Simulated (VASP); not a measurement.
Runs of VASP 6.6.1 on BN (Qingsongite). The structure is that of space group F-43m (No. 216), or close to it. The cells are those of the table. 

| potentials or basis | cell | k mesh | cutoff (eV) | second run | gap on the mesh (eV) | pressure (GPa) |
| --- | --- | --- | --- | --- | --- | --- |
| VASP PAW PBE potentials, release 64 (B_h, N_h) | a = 2.535 Å, angles 60.0°, 2 atoms | 14 × 14 × 14 | 910 | hard_potentials | 5.02 | 7.9 |
| VASP PAW PBE potentials, release 64 (B_h, N_h) | a = 2.552 Å, angles 60.0°, 2 atoms | 14 × 14 × 14 | 910 | hard_potentials | 5.00 | -0.3 |
| VASP PAW PBE potentials, release 64 (B_h, N_h) | a = 2.552 Å, angles 60.0°, 2 atoms | 12 × 12 × 12 | 910 | hard_potentials | 5.00 | -0.3 |
| VASP PAW PBE potentials, release 64 (B, N) | a = 2.569 Å, angles 60.0°, 2 atoms | 14 × 14 × 14 | 520 | - | (a) | -6.2 |

Alike in all rows: task single point; level r2SCAN; no spin polarisation; smearing fermi-dirac 0.02 eV.

Task: Estimate the missing entries.

Result: (a) 4.96.

Caveats: the PAW data sets were made with another functional, which shifts forces and pressure a little; the cutoff is under 1.25 times the usual one of these potentials, so pressure, stress and relaxed cells hold a basis-set (Pulay) error (some runs).

A k mesh can miss the band edges.
